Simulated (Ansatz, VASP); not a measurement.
H in VASP and in Ansatz

```
CELL_PARAMETERS angstrom
-1.86414 1.86414 2.28556
1.86414 -1.86414 2.28556
1.84559 1.84559 -2.28556
ATOMIC_POSITIONS crystal
H 0.91789 0.91789 0.00000
H 0.08211 0.08211 0.00000
```

Change from the starting cell: strain -0.0100 x Voigt [0, 0, 0, 0, 0, 1], atoms carried along.

Alike in both runs: task single point; functional PBE; k mesh 8 × 8 × 8; occupations gaussian, width 0.05 eV; no spin polarisation.

```csv
,VASP,Ansatz
version,VASP 6.6.1,Ansatz 0.2.0
potentials or method,"VASP PAW PBE potentials, release 64 (H), cutoff 520 eV","scalar-relativistic, plane waves, PAW"
valence electrons in the cell,2,2
```

```csv
,VASP,Ansatz,Ansatz less VASP
gap on the k mesh at the Fermi level (eV),9.28,9.27,-0.001
least direct gap on the mesh (eV),9.75,9.75,-0.001
pressure (GPa),-0.1,0.0,+0.16
rms of the force components (eV/Å),0.005,0.001,-0.0038
```

Atom by atom the forces differ by 0.007 eV/Å (rms over components). The functional is the same, so the differences come from potentials, cutoffs and numerics.
